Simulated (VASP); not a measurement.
Crystal: WSe.

```
CELL_PARAMETERS angstrom
0.00000 2.85478 2.85478
2.85478 0.00000 2.85478
2.85478 2.85478 0.00000
ATOMIC_POSITIONS crystal
W 0.00000 0.00000 0.00000
Se 0.50000 0.50000 0.50000
```

```yaml
Program: VASP 6.6.1
Task: relaxation of cell and atoms
Functional: r2SCAN
Potentials_or_basis: VASP PAW PBE potentials, release 64 (W_sv, Se)
Cutoff: 600 eV
k_mesh: 12 × 12 × 12
Occupations: gaussian, width 0.1 eV
Spin: collinear spin
Starting_moments: "[3.54, -0.26] μB"
Hubbard_terms: W d U = 6.2 eV
```

At the start: pressure -1.9 GPa; volume 23.27 Å³/atom.

Task: Where does the relaxation end?

Result: Over 3 steps the energy falls by 3.6 meV/atom and the volume is 22.66 Å³/atom (-2.6 %); space group Fm-3m (No. 225, to 0.1 Å) before and after; moment 3.96 μB per cell.

Step by step:
```tsv
step	energy change (eV)	largest force (eV/Å)	pressure (GPa)	volume (Å³)
1	0.0000	0.0000	-1.88	46.53
2	-0.0054	0.0000	0.96	44.72
3	-0.0072	0.0000	-0.03	45.32
```

Final structure:
```cif
data_structure
_symmetry_space_group_name_H-M 'P 1'
_symmetry_Int_Tables_number 1
_cell_length_a 4.0019
_cell_length_b 4.0019
_cell_length_c 4.0019
_cell_angle_alpha 60.000
_cell_angle_beta 60.000
_cell_angle_gamma 60.000
_cell_volume 45.32
loop_
_atom_site_label
_atom_site_type_symbol
_atom_site_fract_x
_atom_site_fract_y
_atom_site_fract_z
_atom_site_occupancy
W1 W 0.00000 0.00000 0.00000 1
Se1 Se 0.50000 0.50000 0.50000 1
```

Caveat: the PAW data sets were made with another functional, which shifts forces and pressure a little.
